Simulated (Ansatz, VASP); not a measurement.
## Two plane-wave programs on B

```
B
1.0
     2.77128    0.00000    0.00000
    -1.38564    2.40000    0.00000
     0.00000    0.00000    4.97577
B
5
Direct
  0.33333 0.66667 0.57481
  0.66667 0.33333 0.76233
  0.00000 0.00000 0.00000
  0.33333 0.66667 0.23767
  0.66667 0.33333 0.42519
```

Alike in both runs: functional PBE; k mesh 6 × 6 × 4; occupations gaussian, width 0.1 eV; no spin polarisation.

Ansatz relaxed the structure, and its values are those at the end. VASP's run is a single point on that final structure, the one shown.

|  | VASP | Ansatz |
| --- | --- | --- |
| version | VASP 6.6.1 | Ansatz 0.2.0 |
| potentials or method | VASP PAW PBE potentials, release 64 (B), cutoff 520 eV | scalar-relativistic, plane waves, PAW |
| valence electrons in the cell | 15 | 15 |

|  | VASP | Ansatz | Ansatz less VASP |
| --- | --- | --- | --- |
| gap on the k mesh at the Fermi level (eV) | none | none | - |
| pressure (GPa) | 0.1 | 0.0 | -0.08 |
| rms of the force components (eV/Å) | 0.007 | 0.000 | -0.0070 |

A gap of «none» marks a metal or a gap that the smearing closes. With one functional, cell and mesh, what is left measures potentials, basis and numerics.

The k mesh is coarse, so the values compare programs but aren't converged.
